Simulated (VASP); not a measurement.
Ta: single point with PBEsol

The system is Ta.

```
CELL_PARAMETERS angstrom
-1.82065 1.64023 1.88626
1.82065 -1.64023 1.88626
1.82065 1.64023 -1.88626
ATOMIC_POSITIONS crystal
Ta 0.00000 0.00000 0.00000
```

This cell differs from its parent crystal: normal strain along x +0.1100, normal strain along z +0.1500.

```yaml
Program: VASP 6.6.1
Task: single point
Functional: PBEsol
Potentials_or_basis: VASP PAW PBE potentials, release 64 (Ta_pv)
Cutoff: 520 eV
k_mesh: 20 × 20 × 20
Occupations: gaussian, width 0.15 eV
Spin: no spin polarisation
Dipole_correction: no
Further_INCAR_settings: ALGO = Fast; EDIFF = 1e-06; NBANDS = 12
```

| Item | Value |
| --- | --- |
| Pressure | -30.9 GPa |
| Band gap on the k mesh | zero (an odd number of electrons rules out a gap without spin polarisation) |

Stress tensor (GPa, compression positive):
```
-30.44   0.00   0.00
  0.00 -29.73   0.00
  0.00   0.00 -32.39
```

Levels at points of the mesh, in eV from the Fermi level:
```tsv
k point	band 3	band 4	band 5	band 6	band 7	band 8
(0.00, 0.00, 0.00)	-33.95	-7.10	-0.11	0.99	1.26	2.16
(0.50, 0.00, 0.00)	-33.99	-3.52	-1.27	1.00	2.63	4.51
(0.00, 0.50, 0.00)	-33.94	-3.74	-0.15	0.38	1.85	3.26
(0.50, 0.50, 0.00)	-34.00	-3.47	-1.59	1.18	3.15	4.56
(0.50, 0.50, 0.50)	-34.25	-2.86	-2.66	4.95	5.05	5.35
```

It took 2.3 min on 1 thread of AMD EPYC 9R45 96-Core Processor (Zen 5) (shared host), peak memory 0.36 GiB.

Caveat: the cell differs from its parent crystal (normal strain along x +0.1100, normal strain along z +0.1500); the cell stands under tension; the PAW data sets were made with another functional, which shifts forces and pressure a little; spin-orbit coupling is left out, which moves the levels of the heavy elements.
